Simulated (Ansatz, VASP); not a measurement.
# BN in VASP and in Ansatz

The input INCAR:

```
ALGO = Normal
EDIFF = 1E-6
ENCUT = 600
GGA = PS
GGA_COMPAT = False
ISIF = 2
ISMEAR = 0
LASPH = True
LCHARG = False
LREAL = False
LWAVE = False
NBANDS = 36
NELM = 120
PREC = Accurate
SIGMA = 0.05
```

The input KPOINTS:

```
k-points
0
Gamma
  10 10 2
```

The input POSCAR:

```
BN
1.0
   -2.5410113134      0.0000000000      0.0000000000
   -1.2705056567     -2.2005803487      0.0000000000
   -2.5411383640     -1.4671269185     12.6098865131
B N
6 6
Direct
    0.6250350305      0.6250350305      0.0624443320
    0.4028016972      0.4028016972      0.3957776653
    0.1805683639      0.1805683639      0.7291109987
   -0.2638816361     -0.2638816361      0.8957776653
    0.1805850305      0.1805850305      0.2291109987
   -0.0416483028     -0.0416483028      0.5624443320
    0.0415538561      0.0415538561      0.9376223347
    0.4860205228      0.4860205228      0.2709556680
    0.2637871895      0.2637871895      0.6042890013
   -0.1806628105     -0.1806628105      0.7709556680
    0.2638038561      0.2638038561      0.1042890013
    0.0415705228      0.0415705228      0.4376223347
```

Input for Ansatz:

```yaml
crystal:
  lattice:
    - [-2.5410113134, 0.0, 0.0]
    - [-1.2705056567, -2.2005803487, 0.0]
    - [-2.541138364, -1.4671269185, 12.6098865131]
  atoms:
    - { symbol: B, position: [0.6250350305, 0.6250350305, 0.062444332] }
    - { symbol: B, position: [0.4028016972, 0.4028016972, 0.3957776653] }
    - { symbol: B, position: [0.1805683639, 0.1805683639, 0.7291109987] }
    - { symbol: B, position: [-0.2638816361, -0.2638816361, 0.8957776653] }
    - { symbol: B, position: [0.1805850305, 0.1805850305, 0.2291109987] }
    - { symbol: B, position: [-0.0416483028, -0.0416483028, 0.562444332] }
    - { symbol: "N", position: [0.0415538561, 0.0415538561, 0.9376223347] }
    - { symbol: "N", position: [0.4860205228, 0.4860205228, 0.270955668] }
    - { symbol: "N", position: [0.2637871895, 0.2637871895, 0.6042890013] }
    - { symbol: "N", position: [-0.1806628105, -0.1806628105, 0.770955668] }
    - { symbol: "N", position: [0.2638038561, 0.2638038561, 0.1042890013] }
    - { symbol: "N", position: [0.0415705228, 0.0415705228, 0.4376223347] }
basis:
  ecutwfc: 420
kpoints:
  mp_grid: { grid: [10, 10, 2] }
hamiltonian:
  xc: pbesol
scf:
  occupations: { method: gaussian, width: 0.05 }
output:
  forces: true
  stress: true
  eigenvalues: true
```

Alike in both runs: task single point; functional PBEsol; k mesh 10 × 10 × 2; occupations gaussian, width 0.05 eV; no spin polarisation.

|  | VASP | Ansatz |
| --- | --- | --- |
| version | VASP 6.6.1 | Ansatz 0.2.0 |
| potentials or method | VASP PAW PBE potentials, release 64 (B, N), cutoff 600 eV | scalar-relativistic, plane waves, PAW |
| valence electrons in the cell | 48 | 48 |

VASP gave:

| Quantity | Value |
| --- | --- |
| gap on the k mesh at the Fermi level (eV) | 2.77 |
| least direct gap on the mesh (eV) | 4.38 |
| pressure (GPa) | 0.0 |
| traceless stress, the component that is largest in VASP (GPa) | 7.72 |
| rms of the force components (eV/Å) | 0.305 |

Q: What did Ansatz give for the same quantities?

A: gap on the k mesh at the Fermi level (eV): 2.77; least direct gap on the mesh (eV): 4.39; pressure (GPa): -0.3; traceless stress, the component that is largest in VASP (GPa): 7.84; rms of the force components (eV/Å): 0.311.

VASP's potentials were made for PBE, not for PBEsol. Atom by atom the forces differ by 0.006 eV/Å (rms over components).
